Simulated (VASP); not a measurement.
Write the native input for VASP 6.6.1 that does the following.

* Task: single point
* Functional: PBEsol
* Potentials or basis: VASP PAW PBE potentials, release 64 (Mg, S)
* Cutoff: 520 eV
* k mesh: 6 × 6 × 4
* Occupations: gaussian, width 0.02 eV
* Spin: no spin polarisation
* Dipole correction: no
* Further INCAR settings: ALGO = Normal; EDIFF = 1e-06; NBANDS = 16

The structure of MgS lies in POSCAR:

```
MgS
1.0
    3.9191111673      0.0147667180      0.0156946812
   -1.9467672307      3.3836615586     -0.0253177681
    0.0250216244     -0.0321614709      6.2590724977
Mg S
2 2
Direct
    0.6474266639      0.3441516114      0.5041733082
    0.3317510976      0.6762915060      0.9860988862
    0.3456639059      0.6439826229      0.3865634670
    0.6751583327      0.3355742597      0.8731638933
```

This cell differs from its parent crystal: atoms moved at random and the cell strained at random.

These files were run (other wordings do the same):

INCAR

```
PREC     = Accurate       # precision mode
ENCUT    = 520            # plane-wave cutoff, eV
EDIFF    = 1E-6           # SCF threshold, eV
ISMEAR   = 0              # smearing method
SIGMA    = 0.02           # smearing width, eV
LREAL    = F              # projectors in reciprocal space
LASPH    = T              # aspherical terms in the spheres
NELM     = 60             # most SCF steps
ALGO     = Normal         # electronic algorithm
ISIF     = 2              # what is computed and relaxed
LWAVE    = F              # write WAVECAR
LCHARG   = F              # write CHGCAR
GGA      = PS             # functional
NBANDS   = 16             # bands
```

KPOINTS

```
regular mesh
0
Gamma
  6 6 4
```

Potentials or basis: VASP PAW PBE potentials, release 64 (Mg, S).

The run is started by

```console
$ cat potpaw_PBE.64/Mg/POTCAR potpaw_PBE.64/S/POTCAR > POTCAR
$ mpirun -np 1 vasp_std > vasp.out
```

Results of the run:

```yaml
Pressure: 6.8 GPa
Largest_force: 2.524 eV/Å
Band_gap_on_the_k_mesh: 3.59 eV, direct
```

Caveat: the cell differs from its parent crystal (atoms moved at random and the cell strained at random); the PAW data sets were made with another functional, which shifts forces and pressure a little.

It took 44 s on 1 thread of Intel(R) Xeon(R) 6975P-C (Granite Rapids), on a shared host, peak memory 0.24 GiB.
